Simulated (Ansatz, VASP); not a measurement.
## One calculation of CuB5, two programs

```xyz
6
Lattice="3.7749 0.0000 0.0000 -1.8874 3.2691 0.0000 0.0000 0.0000 4.2179" Properties=species:S:1:pos:R:3 pbc="T T T"
Cu    0.0000    0.0000    2.1090
B     1.8874    0.0000    2.1090
B    -0.9437    1.6346    2.1090
B     0.9437    1.6346    2.1090
B     0.0000    2.1794    0.0000
B     1.8874    1.0897    0.0000
```

Alike in both runs: task relaxation of cell and atoms; functional PBE; k mesh 12 × 12 × 10; occupations gaussian, width 0.1 eV; no spin polarisation.

```csv
,VASP,Ansatz
version,VASP 6.6.1,Ansatz 0.2.0
potentials or method,"VASP PAW PBE potentials, release 64 (Cu, B), cutoff 600 eV","scalar-relativistic, plane waves, PAW"
valence electrons in the cell,26,34
```

```csv
,VASP,Ansatz,Ansatz less VASP
"gap on the k mesh at the Fermi level, each at its own relaxed structure (eV)",none,none,-
relaxed volume (Å³/atom),8.59,8.60,+0.012
relaxed cell length with the largest relative difference (Å),4.156,4.165,+0.0091
```

A gap of «none» marks a metal or a gap that the smearing closes. VASP's potentials hold 26 valence electrons a cell and Ansatz's 34, so a difference there can come from the potentials and not from the codes.
